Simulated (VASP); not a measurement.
# C (Cmmm) in VASP: further runs

The runs below take C through single point, with PBEsol+D3(BJ).

All numbers are computed with VASP 6.6.1; they aren't measurements. Logs are shortened: lines on timing, memory, paths and dates and some standing lists are left out, and cuts for length are marked.

**1. The cell of the first run**

Symmetry: Cmmm, No. 65, orthorhombic system. Conventional cell: a = 2.417 Å, b = 4.186 Å, c = 3.471 Å, α = 90.00°, β = 90.00°, γ = 90.00°. Within 1.8 Å of C (site symmetry m2m) lie 3 C at 1.36 to 1.47 Å.

**2. Single point, PBEsol+D3(BJ) (atoms displaced along a vibrational mode, the cell strained)**

INCAR

```
ALGO = Normal
EDIFF = 1E-6
ENCUT = 520
GGA = PS
ISIF = 2
ISMEAR = 0
IVDW = 12
LASPH = T
LCHARG = F
LREAL = F
LWAVE = F
NBANDS = 11
NELM = 80
PREC = Accurate
SIGMA = 0.15
```

KPOINTS

```
k-points
0
Gamma
  21 21 12
```

POSCAR

```
C
1.0
    2.4166153542      0.0000000000      0.0000000000
   -1.2083076771      2.0928502879      0.0000000000
    0.0000000000      0.0000000000      3.4705398879
C
2
Direct
    0.3239365790      0.6478731580      0.0000000000
    0.6760634210      0.3521268420      0.0000000000
```

Potentials or basis: VASP PAW PBE potentials, release 64 (C).

Run with:

```sh
$ cat potpaw_PBE.64/C/POTCAR > POTCAR
$ mpirun -np 1 vasp_std > vasp.out
```

OUTCAR:

```text
EDIFF = 1E-6
   ENCUT = 520
   GGA = PS
   ISIF = 2
   ISMEAR = 0
   IVDW = 12
   LASPH = T
   LREAL = F
   NELM = 80
   PREC = Accurate
 IVDW          = 12

 ion  position               nearest neighbor table
   1  0.324  0.648  0.000-   2 1.36   2 1.36   2 1.47
   2  0.676  0.352  0.000-   1 1.36   1 1.36   1 1.47

  LATTYP: Found a hexagonal cell.
 ALAT       =     2.4166153542
 C/A-ratio  =     1.4361159635

  Lattice vectors:

 A1 = (   2.4166153542,   0.0000000000,   0.0000000000)
 A2 = (  -1.2083076771,   2.0928502879,   0.0000000000)
 A3 = (   0.0000000000,   0.0000000000,   3.4705398879)

Analysis of symmetry for initial positions (statically):
=====================================================================
 Subroutine PRICEL returns:
 Original cell was already a primitive cell.

 Routine SETGRP: Setting up the symmetry group for a
 hexagonal supercell.

 Subroutine GETGRP returns: Found  8 space group operations
 (whereof  8 operations were pure point group operations)
 out of a pool of 24 trial point group operations.

The static configuration has the point symmetry D_2h.

Analysis of symmetry for dynamics (positions and initial velocities):
=====================================================================
 Subroutine PRICEL returns:
 Original cell was already a primitive cell.

 Routine SETGRP: Setting up the symmetry group for a
 hexagonal supercell.

 Subroutine GETGRP returns: Found  8 space group operations
 (whereof  8 operations were pure point group operations)
 out of a pool of 24 trial point group operations.

The dynamic configuration has the point symmetry D_2h.

 Subroutine INISYM returns: Found  8 space group operations
 (whereof  8 operations are pure point group operations),
 and found     1 'primitive' translations

----------------------------------------------------------------------------------------

                                     Primitive cell

  volume of cell :      17.5527

  direct lattice vectors                    reciprocal lattice vectors
     2.416615354  0.000000000  0.000000000     0.413801890  0.238908632  0.000000000
    -1.208307677  2.092850288  0.000000000     0.000000000  0.477817265  0.000000000
     0.000000000  0.000000000  3.470539888     0.000000000  0.000000000  0.288139607

  length of vectors
     2.416615354  2.416615354  3.470539888     0.477817265  0.477817265  0.288139607

  position of ions in fractional coordinates (direct lattice)
     0.323936579  0.647873158  0.000000000
     0.676063421  0.352126842  0.000000000

  ion indices of the primitive-cell ions
   primitive index   ion index
                 1           1
                 2           2

----------------------------------------------------------------------------------------

 KPOINTS: k-points

Automatic generation of k-mesh.
 Grid dimensions read from file:
 generate k-points for:   21   21   12

 Generating k-lattice:

  Cartesian coordinates                     Fractional coordinates (reciprocal lattice)
     0.019704852  0.011376602  0.000000000     0.047619048  0.000000000  0.000000000
     0.000000000  0.022753203  0.000000000     0.000000000  0.047619048  0.000000000
     0.000000000  0.000000000  0.024011634     0.000000000  0.000000000  0.083333333

  Length of vectors
     0.022753203  0.022753203  0.024011634

  Shift w.r.t. Gamma in fractional coordinates (k-lattice)
     0.000000000  0.000000000  0.000000000

 Subroutine IBZKPT returns following result:
 ===========================================

 Found    847 irreducible k-points:

 Following reciprocal coordinates:
            Coordinates               Weight
  0.000000  0.000000  0.000000      1.000000
  0.047619 -0.000000  0.000000      4.000000
  0.000000  0.047619  0.000000      2.000000
  0.095238 -0.000000  0.000000      4.000000
  0.000000  0.095238  0.000000      2.000000
  0.142857  0.000000  0.000000      4.000000
[... 16 lines left out ...]
 -0.095238  0.047619  0.000000      2.000000
  0.095238  0.047619  0.000000      4.000000
 [... further k-points ...]
   k-points           NKPTS =    847   k-points in BZ     NKDIM =    847   number of bands    NBANDS=     11
   number of dos      NEDOS =    301   number of ions     NIONS =      2
   total plane-waves  NPLWV =   9072
   dimension x,y,z NGX =    18 NGY =   18 NGZ =   28
   dimension x,y,z NGXF=    36 NGYF=   36 NGZF=   56
   ions per type =               2
   NGX,Y,Z   is equivalent  to a cutoff of  12.38, 12.38, 13.41 a.u.
   NGXF,Y,Z  is equivalent  to a cutoff of  24.77, 24.77, 26.83 a.u.
 SYSTEM =  unknown system
   PREC   = accura    normal or accurate (medium, high low for compatibility)
   ISTART =      0    job   : 0-new  1-cont  2-samecut
   ICHARG =      2    charge: 1-file 2-atom 10-const
   ISPIN  =      1    spin polarized calculation?
   LNONCOLLINEAR =      F non collinear calculations
   LSORBIT =      F    spin-orbit coupling
   LASPH  =      T    aspherical Exc in radial PAW
   ENCUT  =  520.0 eV  38.22 Ry    6.18 a.u.   4.49  4.49  6.45*2*pi/ulx,y,z
   NELM   =     80;   NELMIN=  2; NELMDL= -5     # of ELM steps
   EDIFF  = 0.1E-05   stopping-criterion for ELM
   LREAL  =      F    real-space projection
   EDIFFG = 0.1E-04   stopping-criterion for IOM
   NSW    =      0    number of steps for IOM
   IBRION =     -1    ionic relax: 0-MD 1-quasi-New 2-CG
   NFREE  =      0    steps in history (QN), initial steepest desc. (CG)
   ISIF   =      2    stress and relaxation
   ISYM   =      2    0-nonsym 1-usesym 2-fastsym
   POTIM  = 0.5000    time-step for ionic-motion
   TEBEG  =    0.0;   TEEND  =   0.0 temperature during run
   PSTRESS=    0.0 pullay stress
   NELECT =       8.0000    total number of electrons
   NUPDOWN=      -1.0000    fix difference up-down
   EMIN   =  10.00;   EMAX   =-10.00  energy-range for DOS
   EFERMI =   0.00;   METHOD = LEGACY
   ISMEAR =     0;   SIGMA  =   0.15  broadening in eV -4-tet -1-fermi 0-gaus
   EFERMI_NEDOS =   21; number of points for ismear=-14 and -15
   IALGO  =     38    algorithm
   IMIX   =      4    mixing-type and parameters
     AMIX     =   0.40;   BMIX     =  1.00
     AMIX_MAG =   1.60;   BMIX_MAG =  1.00
  volume/ion in A,a.u.               =       8.78        59.23
  Fermi-wavevector in a.u.,A,eV,Ry     =   1.259865  2.380799 21.595971  1.587259
  Thomas-Fermi vector in A             =   2.393403
   LORBIT       =      0    0 simple, 1 ext, 2 COOP (PROOUT), +10 PAW based schemes
   GGA     = PS    functional components
   LHFCALC =     F    Hartree Fock is set to
   AEXX    =    0.0000 exact exchange contribution
   IVDW    =    12    specifies the selected vdW correction
   LEPSILON=     F    determine dielectric tensor
   LRPA    =     F    only Hartree local field effects (RPA)
 non-spin polarized calculation
 Gauss-broadening in eV      SIGMA  =   0.15
  energy-cutoff  :      520.00
  volume of cell :       17.55
 maximum number of plane-waves:       488
 NGX is ok and might be reduce to    18
   NGX =  9   NGY =  9   NGZ = 13

 number of electron       8.0000000 magnetization

 Free energy of the ion-electron system (eV)
  ---------------------------------------------------
  ext. energy  EPLUGINS =         0.00000000
  ---------------------------------------------------
  free energy    TOTEN  =       -19.04475778 eV

  energy without entropy =      -19.04419764  energy(sigma->0) =      -19.04447771

 E-fermi :   4.6506     XC(G=0): -10.4064

 val. band max:        4.6404580668   @ k =   0.3333   0.3333   0.5000
 cond. band min:       4.7003649643   @ k =   0.3333   0.3333   0.0000
 fundamental gap:      0.0599068975
 Fermi energy:         4.6505556839

 k-point     1 :       0.0000    0.0000    0.0000
  band No.  band energies     occupation
      1     -15.3971      2.00000
      2      -2.5238      2.00000
      3       0.4982      2.00000
      4       3.0157      2.00000
      5       8.2528      0.00000
      6      11.7545      0.00000
      7      14.9688      0.00000
      8      17.1044      0.00000
      9      18.5569      0.00000
     10      27.2792      0.00000
     11      29.2667      0.00000

 k-point     2 :       0.0476   -0.0000    0.0000
  band No.  band energies     occupation
      1     -15.3417      2.00000
      2      -2.4574      2.00000
      3       0.3272      2.00000
      4       2.8327      2.00000
      5       8.3212      0.00000
      6      11.9320      0.00000
      7      15.0558      0.00000
      8      16.8969      0.00000
      9      18.6460      0.00000
     10      27.4715      0.00000
     11      29.1988      0.00000

 k-point     3 :       0.0000    0.0476    0.0000
  band No.  band energies     occupation
      1     -15.3407      2.00000
      2      -2.4604      2.00000
      3       0.4056      2.00000
      4       2.7229      2.00000
      5       8.3170      0.00000
      6      11.8874      0.00000
      7      15.1849      0.00000
      8      16.9325      0.00000
      9      18.6118      0.00000
     10      27.4505      0.00000
     11      29.1056      0.00000

 k-point     4 :       0.0952   -0.0000    0.0000
  band No.  band energies     occupation
      1     -15.1755      2.00000
      2      -2.2586      2.00000
      3      -0.1634      2.00000
      4       2.3431      2.00000
      5       8.5270      0.00000
      6      12.3588      0.00000
      7      15.3496      0.00000
      8      16.3027      0.00000
      9      18.9204      0.00000
     10      27.9966      0.00000
     11      28.9264      0.00000

 k-point     5 :       0.0000    0.0952    0.0000
  band No.  band energies     occupation
      1     -15.1714      2.00000
      2      -2.2712      2.00000
      3       0.1472      2.00000
      4       1.9279      2.00000
      5       8.5152      0.00000
      6      12.1917      0.00000
      7      15.8123      0.00000
      8      16.4341      0.00000
      9      18.7993      0.00000
     10      27.8989      0.00000
     11      28.5990      0.00000
[... 211 lines left out ...]
 k-point    21 :       0.0000    0.4762    0.0000
  band No.  band energies     occupation
      1     -10.2186      2.00000
      2      -8.2178      2.00000
      3      -2.4694      2.00000
      4       2.1606      2.00000
      5       8.2825      0.00000
      6      12.2999      0.00000
      7      15.1119      0.00000
      8      16.5590      0.00000
      9      22.9981      0.00000
     10      26.5122      0.00000
     11      26.8567      0.00000

 k-point    22 :       0.0476    0.0476    0.0000
  band No.  band energies     occupation
      1     -15.2288      2.00000
      2      -2.3310      2.00000
      3       0.1423      2.00000
      4       2.2976      2.00000
      5       8.4513      0.00000
      6      12.1435      0.00000
      7      15.4840      0.00000
      8      16.5637      0.00000
      9      18.7701      0.00000
     10      27.7867      0.00000
     11      28.8345      0.00000

 k-point    23 :      -0.0952    0.0476    0.0000
  band No.  band energies     occupation
      1     -15.2319      2.00000
      2      -2.3217      2.00000
      3      -0.0608      2.00000
      4       2.5764      2.00000
      5       8.4626      0.00000
      6      12.3095      0.00000
      7      15.0961      0.00000
      8      16.4638      0.00000
      9      18.8630      0.00000
     10      27.8480      0.00000
     11      29.1314      0.00000

 k-point    24 :       0.0952    0.0476    0.0000
  band No.  band energies     occupation
      1     -15.0066      2.00000
      2      -2.0700      2.00000
      3      -0.4469      2.00000
      4       1.6812      2.00000
      5       8.7250      0.00000
      6      12.5417      0.00000
      7      15.8379      0.00000
      8      15.9629      0.00000
      9      19.1523      0.00000
     10      28.2645      0.00000
     11      28.3728      0.00000

 [... further k-points ...]

------------------------ aborting loop because EDIFF is reached ----------------------------------------

 Edisp (eV)   -0.21163

 E8    (eV) :    -0.1029

  FORCE on cell =-STRESS in cart. coord.  units (eV):
  Direction    XX          YY          ZZ          XY          YZ          ZX
  --------------------------------------------------------------------------------------
  -------------------------------------------------------------------------------------
  Total       4.43973     1.83621     0.02458     0.00000     0.00000     0.00000
  in kB     405.25120   167.60657     2.24345     0.00000     0.00000     0.00000
  external pressure =      191.70 kB  Pullay stress =        0.00 kB

 VOLUME and BASIS-vectors are now :
 -----------------------------------------------------------------------------
  energy-cutoff  :      520.00
  volume of cell :       17.55
      direct lattice vectors                 reciprocal lattice vectors
     2.416615354  0.000000000  0.000000000     0.413801890  0.238908632  0.000000000
    -1.208307677  2.092850288  0.000000000     0.000000000  0.477817265  0.000000000
     0.000000000  0.000000000  3.470539888     0.000000000  0.000000000  0.288139607

 POSITION                                       TOTAL-FORCE (eV/Angst)
 -----------------------------------------------------------------------------------
     -0.00000      1.35590      0.00000         0.000000      4.403687     -0.000000
      1.20831      0.73695      0.00000        -0.000000     -4.403687      0.000000
 -----------------------------------------------------------------------------------
    total drift:                                0.000000     -0.000000      0.000000

  FREE ENERGIE OF THE ION-ELECTRON SYSTEM (eV)
  ---------------------------------------------------
  free  energy   TOTEN  =       -19.2563862740 eV

  energy  without entropy=      -19.2558261410  energy(sigma->0) =      -19.25610621
```

Wall time 2.4 min (1 thread of Intel Xeon Platinum 8259CL at 2.50GHz (Skylake/Cascade Lake), shared host); peak memory 0.24 GiB.

Results:

| Item | Value |
| --- | --- |
| Free energy | -19.2564 eV |
| Pressure | 19.2 GPa |
| Largest force | 4.404 eV/Å |
| Band gap on the k mesh | zero (bands 4 and 5 overlap by 0.30 eV) |
| Dispersion energy per atom | -0.106 eV |

Forces on the atoms (eV/Å):
```
C    0.000  4.404  0.000
C    0.000 -4.404  0.000
```

Stress tensor (GPa, compression positive):
```
40.53  0.00  0.00
 0.00 16.76  0.00
 0.00  0.00  0.22
```

Levels at points of the mesh, in eV from the Fermi level:
| k point | band 2 | band 3 | band 4 | band 5 | band 6 | band 7 |
| --- | --- | --- | --- | --- | --- | --- |
| (0.00, 0.00, 0.00) | -7.17 | -4.15 | -1.63 | 3.60 | 7.10 | 10.32 |
| (0.00, 0.00, 0.50) | -8.83 | -4.13 | -1.60 | 7.17 | 9.37 | 10.41 |

Caveat: the cell differs from its parent crystal (atoms displaced along a vibrational mode, the cell strained); the stress differs along the axes, from 0 to 41 GPa; the PAW data sets were made with another functional, which shifts forces and pressure a little.

(Continued in part 2 of 2.)

The gap in the log of VASP goes by the Fermi energy; the results here count the filled bands.